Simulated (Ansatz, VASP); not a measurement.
One calculation of Ti2AgGe3, two programs

```
Ge Ti Ag
1.0
     3.61443    0.00000    0.00000
     0.00000    3.61443    0.00000
     0.00000    0.00000    7.96293
Ge Ti Ag
3 2 1
Direct
  0.00000 0.50000 0.38350
  0.50000 0.00000 0.61650
  0.50000 0.50000 0.00000
  0.00000 0.50000 0.73150
  0.50000 0.00000 0.26850
  0.00000 0.00000 0.00000
```

Alike in both runs: task single point; functional PBEsol; k mesh 9 × 9 × 5; no spin polarisation.

|  | VASP | Ansatz |
| --- | --- | --- |
| version | VASP 6.6.1 | Ansatz 0.2.0 |
| potentials or method | VASP PAW PBE potentials, release 64 (Ge_d, Ti_sv, Ag), cutoff 520 eV | PAW plane waves |
| occupations | fermi-dirac, width 0.1 eV | fermi-dirac |
| valence electrons in the cell | 77 | 85 |

```csv
,VASP,Ansatz,Ansatz less VASP
pressure (GPa),-0.9,-0.9,-0.01
rms of the force components (eV/Å),0.252,0.252,+0.0001
```

VASP's potentials were made for PBE, not for PBEsol. VASP's potentials hold 77 valence electrons a cell and Ansatz's 85, so a difference there can come from the potentials and not from the codes.
